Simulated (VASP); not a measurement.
# Cd (Pm-3m) in VASP: relaxation of cell and atoms with r2SCAN

Aim: the relaxation of cell and atoms of Cd with r2SCAN.

Everything below comes from runs of VASP 6.6.1. Logs are shortened: lines on timing, memory, paths and dates and some standing lists are left out, and cuts for length are marked.

### 1 The cell of the first run

The structure is cubic, space group Pm-3m (No. 221). Conventional cell: a = 2.857 Å, b = 2.857 Å, c = 2.857 Å, α = 90.00°, β = 90.00°, γ = 90.00°. Within 3.8 Å of Cd (site symmetry m-3m) lie 6 Cd at 2.86 Å.

This isn't the form of Cd at room conditions, which is hcp.

### 2 Relaxation of cell and atoms, r2SCAN

File POSCAR:

```
Cd
1.0
    2.8566758760      0.0000000000      0.0000000000
    0.0000000000      2.8566758760      0.0000000000
    0.0000000000      0.0000000000      2.8566758760
Cd
1
Direct
    0.0000000000      0.0000000000      0.0000000000
```

File INCAR.step1:

```
SYSTEM = Cd
ALGO = Normal
EDIFF = 1E-5
EDIFFG = -0.005
ENCUT = 700
GGA = PE
GGA_COMPAT = .False.
IBRION = 2
ISIF = 3
ISMEAR = -1
LASPH = .True.
LCHARG = .False.
LREAL = .False.
LWAVE = .True.
NELM = 120
NELMIN = 4
NSW = 100
PREC = Accurate
SIGMA = 0.1
```

File INCAR.step2:

```
SYSTEM = Cd
ALGO = Normal
EDIFF = 1E-7
EDIFFG = -0.01
ENCUT = 700
GGA_COMPAT = .False.
IBRION = 2
ISIF = 3
ISMEAR = -1
ISTART = 1
LASPH = .True.
LCHARG = .False.
LMIXTAU = .True.
LREAL = .False.
LWAVE = .False.
METAGGA = R2SCAN
NELM = 120
NELMIN = 4
NSW = 80
PREC = Accurate
SIGMA = 0.1
```

File KPOINTS:

```
k-points
0
Gamma
  11 11 11
  0 0 0
```

Potentials or basis: VASP PAW PBE potentials, release 64 (Cd_sv_GW).

On the command line:

```bash
$ cat potpaw_PBE.64/Cd_sv_GW/POTCAR > POTCAR
$ cp INCAR.step1 INCAR
$ mpirun -np 1 vasp_std > vasp.out
$ cp INCAR.step2 INCAR
$ mpirun -np 1 vasp_std > vasp.out
```

OUTCAR:

```text
SYSTEM = Cd
   EDIFF = 1E-7
   EDIFFG = -0.01
   ENCUT = 700
   IBRION = 2
   ISIF = 3
   ISMEAR = -1
   ISTART = 1
   LASPH = .True.
   LREAL = .False.
   METAGGA = R2SCAN
   NELM = 120
   NELMIN = 4
   NSW = 80
   PREC = Accurate

 ion  position               nearest neighbor table
   1  0.000  0.000  0.000-

  LATTYP: Found a simple cubic cell.
 ALAT       =     2.8566758760

  Lattice vectors:

 A1 = (   2.8566758760,   0.0000000000,   0.0000000000)
 A2 = (   0.0000000000,   2.8566758760,   0.0000000000)
 A3 = (   0.0000000000,   0.0000000000,   2.8566758760)

Analysis of symmetry for initial positions (statically):
=====================================================================
 Subroutine PRICEL returns:
 Original cell was already a primitive cell.

 Routine SETGRP: Setting up the symmetry group for a
 simple cubic supercell.

 Subroutine GETGRP returns: Found 48 space group operations
 (whereof 48 operations were pure point group operations)
 out of a pool of 48 trial point group operations.

The static configuration has the point symmetry O_h .

Analysis of symmetry for dynamics (positions and initial velocities):
=====================================================================
 Subroutine PRICEL returns:
 Original cell was already a primitive cell.

 Routine SETGRP: Setting up the symmetry group for a
 simple cubic supercell.

 Subroutine GETGRP returns: Found 48 space group operations
 (whereof 48 operations were pure point group operations)
 out of a pool of 48 trial point group operations.

The dynamic configuration has the point symmetry O_h .

 Subroutine INISYM returns: Found 48 space group operations
 (whereof 48 operations are pure point group operations),
 and found     1 'primitive' translations

----------------------------------------------------------------------------------------

                                     Primitive cell

  volume of cell :      23.3122

  direct lattice vectors                    reciprocal lattice vectors
     2.856675876  0.000000000  0.000000000     0.350057215  0.000000000  0.000000000
     0.000000000  2.856675876  0.000000000     0.000000000  0.350057215  0.000000000
     0.000000000  0.000000000  2.856675876     0.000000000  0.000000000  0.350057215

  length of vectors
     2.856675876  2.856675876  2.856675876     0.350057215  0.350057215  0.350057215

  position of ions in fractional coordinates (direct lattice)
     0.000000000  0.000000000  0.000000000

  ion indices of the primitive-cell ions
   primitive index   ion index
                 1           1

----------------------------------------------------------------------------------------

 KPOINTS: k-points

Automatic generation of k-mesh.
 Grid dimensions read from file:
 generate k-points for:   11   11   11

 Generating k-lattice:

  Cartesian coordinates                     Fractional coordinates (reciprocal lattice)
     0.031823383  0.000000000  0.000000000     0.090909091  0.000000000  0.000000000
     0.000000000  0.031823383  0.000000000     0.000000000  0.090909091  0.000000000
     0.000000000  0.000000000  0.031823383     0.000000000  0.000000000  0.090909091

  Length of vectors
     0.031823383  0.031823383  0.031823383

  Shift w.r.t. Gamma in fractional coordinates (k-lattice)
     0.000000000  0.000000000  0.000000000

 Subroutine IBZKPT returns following result:
 ===========================================

 Found     56 irreducible k-points:

 Following reciprocal coordinates:
            Coordinates               Weight
  0.000000  0.000000  0.000000      1.000000
  0.090909  0.000000  0.000000      6.000000
  0.181818  0.000000  0.000000      6.000000
  0.272727  0.000000  0.000000      6.000000
  0.363636  0.000000  0.000000      6.000000
  0.454545  0.000000  0.000000      6.000000
[... 16 lines left out ...]
  0.181818  0.090909  0.090909     24.000000
  0.272727  0.090909  0.090909     24.000000
 [... further k-points ...]
   k-points           NKPTS =     56   k-points in BZ     NKDIM =     56   number of bands    NBANDS=     14
   number of dos      NEDOS =    301   number of ions     NIONS =      1
   total plane-waves  NPLWV =  21952
   dimension x,y,z NGX =    28 NGY =   28 NGZ =   28
   dimension x,y,z NGXF=    56 NGYF=   56 NGZF=   56
   ions per type =               1
   NGX,Y,Z   is equivalent  to a cutoff of  16.29, 16.29, 16.29 a.u.
   NGXF,Y,Z  is equivalent  to a cutoff of  32.59, 32.59, 32.59 a.u.
 SYSTEM =  Cd
   PREC   = accura    normal or accurate (medium, high low for compatibility)
   ISTART =      1    job   : 0-new  1-cont  2-samecut
   ICHARG =      0    charge: 1-file 2-atom 10-const
   ISPIN  =      1    spin polarized calculation?
   LNONCOLLINEAR =      F non collinear calculations
   LSORBIT =      F    spin-orbit coupling
   LASPH  =      T    aspherical Exc in radial PAW
   ENCUT  =  700.0 eV  51.45 Ry    7.17 a.u.   6.16  6.16  6.16*2*pi/ulx,y,z
   NELM   =    120;   NELMIN=  4; NELMDL=  0     # of ELM steps
   EDIFF  = 0.1E-06   stopping-criterion for ELM
   LREAL  =      F    real-space projection
   EDIFFG = -.1E-01   stopping-criterion for IOM
   NSW    =     80    number of steps for IOM
   IBRION =      2    ionic relax: 0-MD 1-quasi-New 2-CG
   NFREE  =      1    steps in history (QN), initial steepest desc. (CG)
   ISIF   =      3    stress and relaxation
   ISYM   =      2    0-nonsym 1-usesym 2-fastsym
   POTIM  = 0.5000    time-step for ionic-motion
   TEBEG  =    0.0;   TEEND  =   0.0 temperature during run
   PSTRESS=    0.0 pullay stress
   NELECT =      20.0000    total number of electrons
   NUPDOWN=      -1.0000    fix difference up-down
   EMIN   =  10.00;   EMAX   =-10.00  energy-range for DOS
   EFERMI =   0.00;   METHOD = LEGACY
   ISMEAR =    -1;   SIGMA  =   0.10  broadening in eV -4-tet -1-fermi 0-gaus
   EFERMI_NEDOS =   21; number of points for ismear=-14 and -15
   IALGO  =     38    algorithm
   IMIX   =      4    mixing-type and parameters
     AMIX     =   0.40;   BMIX     =  1.00
     AMIX_MAG =   1.60;   BMIX_MAG =  1.00
  volume/ion in A,a.u.               =      23.31       157.32
  Fermi-wavevector in a.u.,A,eV,Ry     =   1.555573  2.939608 32.923498  2.419809
  Thomas-Fermi vector in A             =   2.659495
   LORBIT       =      0    0 simple, 1 ext, 2 COOP (PROOUT), +10 PAW based schemes
   METAGGA = R2SCAN    functional components
   LHFCALC =     F    Hartree Fock is set to
   AEXX    =    0.0000 exact exchange contribution
   IVDW    =     0    specifies the selected vdW correction
   LEPSILON=     F    determine dielectric tensor
   LRPA    =     F    only Hartree local field effects (RPA)
 conjugate gradient relaxation of ions
 non-spin polarized calculation
  energy-cutoff  :      700.00
  volume of cell :       23.31
 maximum number of plane-waves:       992
 NGX is ok and might be reduce to    28
   NGX = 13   NGY = 13   NGZ = 13

--------------------------------------- Ionic step        1  -------------------------------------------

 number of electron      20.0000005 magnetization

 Free energy of the ion-electron system (eV)
  ---------------------------------------------------
  ext. energy  EPLUGINS =         0.00000000
  ---------------------------------------------------
  free energy    TOTEN  =       -19.94530583 eV

  energy without entropy =      -19.93292392  energy(sigma->0) =      -19.93911488

------------------------ aborting loop because EDIFF is reached ----------------------------------------

  FORCE on cell =-STRESS in cart. coord.  units (eV):
  Direction    XX          YY          ZZ          XY          YZ          ZX
  --------------------------------------------------------------------------------------
  -------------------------------------------------------------------------------------
  Total        0.6454119      0.6454119      0.6454119     -0.0000000      0.0000000     -0.0000000
  in kB       44.3572502     44.3572502     44.3572502     -0.0000000      0.0000000     -0.0000000
  external PRESSURE =      44.3572502 kB  Pullay stress =       0.0000000 kB
[... 55 lines left out ...]
  energy  without entropy=      -19.9579071239  energy(sigma->0) =      -19.96509167

--------------------------------------- Ionic step        3  -------------------------------------------

 number of electron      19.9999999 magnetization

 Free energy of the ion-electron system (eV)
  ---------------------------------------------------
  ext. energy  EPLUGINS =         0.00000000
  ---------------------------------------------------
  free energy    TOTEN  =       -19.97233547 eV

  energy without entropy =      -19.95807228  energy(sigma->0) =      -19.96520387

 E-fermi :   4.7751     XC(G=0): -10.9811

 val. band max:        4.6883049609   @ k =   0.4545   0.2727   0.0000
 cond. band min:       4.8691940425   @ k =   0.4545   0.2727   0.0909
 fundamental gap:      0.1808890816
 Fermi energy:         4.7750827442

 k-point     1 :       0.0000    0.0000    0.0000
  band No.  band energies     occupation
      1    -101.1402      2.00000
      2     -61.2477      2.00000
      3     -61.2477      2.00000
      4     -61.2477      2.00000
      5      -5.4183      2.00000
      6      -5.4183      2.00000
      7      -3.9185      2.00000
      8      -3.9185      2.00000
      9      -3.9185      2.00000
     10      -3.2892      2.00000
     11      15.0867      0.00000
     12      15.0867      0.00000
     13      15.0867      0.00000
     14      18.8605      0.00000
[... 375 lines left out ...]
 k-point    24 :       0.2727    0.0909    0.0909
  band No.  band energies     occupation
      1    -101.1382      2.00000
      2     -61.2727      2.00000
      3     -61.2492      2.00000
      4     -61.2491      2.00000
      5      -5.2330      2.00000
      6      -4.8813      2.00000
      7      -4.2576      2.00000
      8      -4.2199      2.00000
      9      -3.9693      2.00000
     10      -1.3756      2.00000
     11       8.2931      0.00000
     12      14.9756      0.00000
     13      15.1975      0.00000
     14      20.8954      0.00000

 [... further k-points ...]

------------------------ aborting loop because EDIFF is reached ----------------------------------------

  FORCE on cell =-STRESS in cart. coord.  units (eV):
  Direction    XX          YY          ZZ          XY          YZ          ZX
  --------------------------------------------------------------------------------------
  -------------------------------------------------------------------------------------
  Total        0.0012353      0.0012353      0.0012353     -0.0000000     -0.0000000      0.0000000
  in kB        0.0777876      0.0777876      0.0777876     -0.0000000     -0.0000000      0.0000000
  external PRESSURE =       0.0777876 kB  Pullay stress =       0.0000000 kB
[... 16 lines left out ...]
  FREE ENERGIE OF THE ION-ELECTRON SYSTEM (eV)
  ---------------------------------------------------
  free  energy   TOTEN  =       -19.9723354660 eV

  energy  without entropy=      -19.9580722838  energy(sigma->0) =      -19.96520387

 reached required accuracy - stopping structural energy minimisation
```

It took 6.1 min on 1 thread of Intel Xeon Platinum 8259CL at 2.50GHz (Skylake/Cascade Lake), shared host; peak memory 0.2 GiB.

Results:

```yaml
Free_energy: -19.9723 eV
Relaxed_volume: 25.44 Å³/atom
Relaxed_cell: a = 2.941 Å, b = 2.941 Å, c = 2.941 Å, α = 90.00°, β = 90.00°, γ = 90.00°
Space_group_after_relaxing_to_0.1_Å: Pm-3m (No. 221)
Energy_gained_by_relaxing: 27.0 meV/atom
Ionic_steps: 3
Pressure_after_relaxing: 0.0 GPa
Band_gap_on_the_k_mesh: zero (bands 10 and 11 overlap by 5.19 eV)
```

The path:
```
step  energy change (eV)  largest force (eV/Å)  pressure (GPa)  volume (Å³)
   1              0.0000                0.0000            4.44        23.31
   2             -0.0270                0.0000           -0.17        25.56
   3             -0.0270                0.0000            0.01        25.44
```

Final structure:
```xyz
1
Lattice="2.9412 0.0000 0.0000 0.0000 2.9412 0.0000 0.0000 0.0000 2.9412" Properties=species:S:1:pos:R:3 pbc="T T T"
Cd    0.0000    0.0000    0.0000
```

Caveat: the PAW data sets were made with another functional, which shifts forces and pressure a little.

The gap in the log of VASP goes by the Fermi energy; the results here count the filled bands.